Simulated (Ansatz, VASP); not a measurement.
# TiCo in VASP and in Ansatz

Contents of INCAR:

```
SYSTEM = TiCo
PREC = Accurate
ENCUT = 520
EDIFF = 1E-6
ISMEAR = 0
SIGMA = 0.1
LREAL = .False.
LASPH = .True.
NELM = 150
ALGO = Normal
ISIF = 2
LWAVE = .False.
LCHARG = .False.
ISPIN = 2
MAGMOM = 0 1.09
LORBIT = 11
LMAXMIX = 4
GGA = PE
NBANDS = 22
```

The input KPOINTS:

```
Automatic mesh
0
Gamma
  14 14 14
  0 0 0
```

Contents of POSCAR:

```
TiCo
1.0
    2.8610404458      0.0000000000      0.0000000000
    0.0000000000      2.8610404458      0.0000000000
    0.0000000000      0.0000000000      2.8610404458
Ti Co
1 1
Direct
    0.0000000000      0.0000000000      0.0000000000
    0.5000000000      0.5000000000      0.5000000000
```

Input for Ansatz:

```yaml
crystal:
  lattice:
    - [2.8610404458, 0.0, 0.0]
    - [0.0, 2.8610404458, 0.0]
    - [0.0, 0.0, 2.8610404458]
  atoms:
    - { symbol: Ti, position: [0.0, 0.0, 0.0] }
    - { symbol: Co, position: [0.5, 0.5, 0.5], spin: 1.09 }
basis:
  ecutwfc: 420
kpoints:
  mp_grid: { grid: [14, 14, 14] }
hamiltonian:
  xc: pbe
scf:
  occupations: { method: gaussian, width: 0.1 }
output:
  forces: true
  stress: true
  eigenvalues: true
  populations: true
  write_density: true
  write_potential: true
  elf: true
  volumetric_format: npy
magnetization:
  spin_polarized: true
```

Alike in both runs: task single point; functional PBE; k mesh 14 × 14 × 14; occupations gaussian, width 0.1 eV; collinear spin.

```csv
,VASP,Ansatz
version,VASP 6.6.1,Ansatz 0.2.0
potentials or method,"VASP PAW PBE potentials, release 64 (Ti_sv, Co), cutoff 520 eV","scalar-relativistic, plane waves, PAW"
valence electrons in the cell,21,29
```

```tsv
	VASP	Ansatz	Ansatz less VASP
gap on the k mesh at the Fermi level (eV)	none	none	-
pressure (GPa)	25.8	26.8	+1.03
net moment per atom (μB)	0.25	0.28	+0.031
size of the moment on the site where the two differ most (μB)	0.51	0.58	+0.067
```

Site moments also hang on the region over which each program counts them. A gap of «none» marks a metal or a gap that the smearing closes. VASP's potentials hold 21 valence electrons a cell and Ansatz's 29, so a difference there can come from the potentials and not from the codes.
